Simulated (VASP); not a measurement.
Write the native input for VASP 6.6.1 that does the following.

| Property | Result |
| --- | --- |
| Task | relaxation of cell and atoms |
| Functional | PBE |
| Potentials or basis | VASP PAW PBE potentials, release 64 (Ge_d) |
| Cutoff | 600 eV |
| k mesh | 8 × 6 × 6 |
| Occupations | gaussian, width 0.1 eV |
| Spin | no spin polarisation |
| Dipole correction | no |
| Further INCAR settings | ALGO = Normal; EDIFF = 1e-07; IBRION = 2; EDIFFG = -0.04; NSW = 90; ISIF = 3 |

The structure of Ge lies in POSCAR:

```
Ge
1.0
    2.3570826300      0.0000000000      0.0000000000
    0.0000000000      2.8015058900      0.0000000000
    0.0000000000      0.0000000000      3.3219643400
Ge
1
Direct
    0.5000000000      0.5000000000      0.5000000000
```

The input as run:

INCAR

```
SYSTEM = Ge
PREC = Accurate
ENCUT = 600
EDIFF = 1E-7
ISMEAR = 0
SIGMA = 0.1
LREAL = .False.
LASPH = .True.
NELM = 80
ALGO = Normal
ISIF = 3
LWAVE = .False.
LCHARG = .False.
GGA = PE
IBRION = 2
NSW = 90
EDIFFG = -0.04
```

KPOINTS

```
Automatic mesh
0
Gamma
  8 6 6
  0 0 0
```

Potentials or basis: VASP PAW PBE potentials, release 64 (Ge_d).

The run is started by

```sh
$ cat potpaw_PBE.64/Ge_d/POTCAR > POTCAR
$ mpirun -np 1 vasp_std > vasp.out
```

Results of the run:

```yaml
Relaxed_volume: 20.00 Å³/atom
Relaxed_cell: a = 2.645 Å, b = 2.744 Å, c = 2.756 Å, α = 90.00°, β = 90.00°, γ = 90.00°
Space_group_after_relaxing_to_0.05_Å: P4/mmm (No. 123)
Energy_gained_by_relaxing: 369.1 meV/atom
Ionic_steps: 12
Pressure_after_relaxing: 0.0 GPa
Band_gap_on_the_k_mesh: zero (band 7 reaches 11.87 eV, above the bottom of band 8 at 3.25 eV)
```

Caveat: the k points lie up to 0.38 Å⁻¹ apart in the final cell.

Run time: 63 s on 1 thread of Intel(R) Xeon(R) 6975P-C (Granite Rapids), on a shared host, peak memory 0.16 GiB.
